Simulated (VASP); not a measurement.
A run of VASP 6.6.1 is set up as follows.

Contents of POSCAR:

```
Nb
1.0
   -1.4545883700      1.6009203400      1.6273015200
    1.6190107300     -1.9818268200      2.1726303600
    1.2182993000      1.7455377500     -2.0082080000
Nb
1
Direct
    0.0000000000      0.0000000000      0.0000000000
```

File INCAR.step1:

```
PREC = Accurate
ENCUT = 520
ISMEAR = -1
SIGMA = 0.05
LREAL = F
LASPH = T
NELM = 80
NBANDS = 12
GGA = PE
ALGO = Normal
EDIFF = 1E-4
LWAVE = T
LCHARG = F
```

Contents of INCAR.step2:

```
PREC = Accurate
ENCUT = 520
EDIFF = 1E-6
ISMEAR = -1
SIGMA = 0.05
LREAL = F
LASPH = T
NELM = 80
ALGO = Normal
ISIF = 2
LWAVE = F
LCHARG = T
METAGGA = R2SCAN
LMIXTAU = T
LELF = T
LVHAR = T
NBANDS = 12
ISTART = 1
```

KPOINTS

```
regular mesh
0
Gamma
  7 6 7
```

Potentials or basis: VASP PAW PBE potentials, release 64 (Nb_sv).

The run is started by

```sh
$ cat potpaw_PBE.64/Nb_sv/POTCAR > POTCAR
$ cp INCAR.step1 INCAR
$ mpirun -np 1 vasp_std > vasp.out
$ cp INCAR.step2 INCAR
$ mpirun -np 1 vasp_std > vasp.out
```

What does it give for the pressure?

9.9 GPa.

Stress tensor (GPa, compression positive):
```
24.86  0.31 -1.63
 0.31  1.49 10.53
-1.63 10.53  3.36
```

Caveat: the k points lie up to 0.45 Å⁻¹ apart; the PAW data sets were made with another functional, which shifts forces and pressure a little.
